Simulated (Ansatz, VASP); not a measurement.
# Nb: VASP beside Ansatz

The input POSCAR:

```
Nb
1.0
    0.0000000000      2.0515500000      2.1784500000
    2.0515500000      0.0000000000      2.1784500000
    2.0515500000      2.0515500000      0.0000000000
Nb
1
Direct
    0.0000000000      0.0000000000      0.0000000000
```

INCAR.step1

```
SYSTEM = Nb
  PREC = Accurate
  ENCUT = 520
  ISMEAR = 0
  SIGMA = 0.15
  LREAL = .False.
  LASPH = .True.
  NELM = 60
  NBANDS = 12
  GGA = PE
  ALGO = Normal
  EDIFF = 1E-4
  LWAVE = .True.
  LCHARG = .False.
```

The input INCAR.step2:

```
SYSTEM = Nb
  PREC = Accurate
  ENCUT = 520
  EDIFF = 1E-6
  ISMEAR = 0
  SIGMA = 0.15
  LREAL = .False.
  LASPH = .True.
  NELM = 60
  ALGO = Normal
  ISIF = 2
  LWAVE = .False.
  LCHARG = .True.
  METAGGA = R2SCAN
  LMIXTAU = .True.
  LELF = .True.
  LVHAR = .True.
  NBANDS = 12
  ISTART = 1
```

KPOINTS

```
Automatic mesh
0
Gamma
  20 20 20
  0 0 0
```

Input for Ansatz:

```yaml
crystal:
  lattice:
    - [0.0, 2.05155, 2.17845]
    - [2.05155, 0.0, 2.17845]
    - [2.05155, 2.05155, 0.0]
  atoms:
    - { symbol: Nb, position: [0.0, 0.0, 0.0] }
basis:
  ecutwfc: 500
kpoints:
  mp_grid: { grid: [20, 20, 20] }
hamiltonian:
  xc: r2scan
scf:
  occupations: { method: gaussian, width: 0.15 }
output:
  forces: true
  stress: true
  eigenvalues: true
```

Change from the starting cell: strain -0.030 along x and y, +0.030 along z, atoms carried along.

Alike in both runs: task single point; functional r2SCAN; k mesh 20 × 20 × 20; occupations gaussian, width 0.15 eV; no spin polarisation.

|  | VASP | Ansatz |
| --- | --- | --- |
| version | VASP 6.6.1 | Ansatz 0.2.0 |
| potentials or method | VASP PAW PBE potentials, release 64 (Nb_sv), cutoff 520 eV | scalar-relativistic, plane waves, PAW |
| valence electrons in the cell | 13 | 13 |

Ansatz gave:

```
gap on the k mesh at the Fermi level (eV)                     : none
pressure (GPa)                                                : 2.5
traceless stress, the component that is largest in VASP (GPa) : 9.10
```

Estimate VASP's values.

gap on the k mesh at the Fermi level (eV): none; pressure (GPa): 2.4; traceless stress, the component that is largest in VASP (GPa): 9.07.

VASP's potentials were made for PBE, not for r2SCAN. A gap of «none» marks a metal or a gap that the smearing closes.
